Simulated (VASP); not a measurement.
Crystal: Ge.

```xyz
2
Lattice="4.0007 0.0000 0.0000 2.0003 3.4647 0.0000 2.0003 1.1549 3.2665" Properties=species:S:1:pos:R:3 pbc="T T T"
Ge    0.0000    0.0000    0.0000
Ge    2.0003    1.1549    0.8166
```

| Quantity | Value |
| --- | --- |
| Program | VASP 6.6.1 |
| Task | relaxation of cell and atoms |
| Functional | PBE |
| Potentials or basis | VASP PAW PBE potentials, release 64 (Ge_d) |
| Cutoff | 600 eV |
| k mesh | 6 × 6 × 6 |
| Occupations | fermi-dirac, width 0.1 eV |
| Spin | no spin polarisation |

At the start: pressure 3.6 GPa; volume 22.64 Å³/atom.

Problem. How do energy, volume and symmetry change on relaxing?

Solution. Over 5 steps the energy falls by 14.6 meV/atom and the volume is 23.92 Å³/atom (+5.6 %); space group Fd-3m (No. 227, to 0.05 Å).

Step by step:
```tsv
step	energy change (eV)	largest force (eV/Å)	pressure (GPa)	volume (Å³)
1	0.0000	0.0000	3.64	45.28
2	-0.0269	0.0000	-1.05	48.73
3	-0.0292	0.0000	-0.23	47.92
4	-0.0291	0.0000	0.22	47.75
5	-0.0292	0.0000	0.02	47.83
```

Final structure:
```
CELL_PARAMETERS angstrom
4.07453 0.00000 0.00000
2.03727 3.52865 0.00000
2.03727 1.17622 3.32684
ATOMIC_POSITIONS crystal
Ge 0.00000 0.00000 0.00000
Ge 0.25000 0.25000 0.25000
```
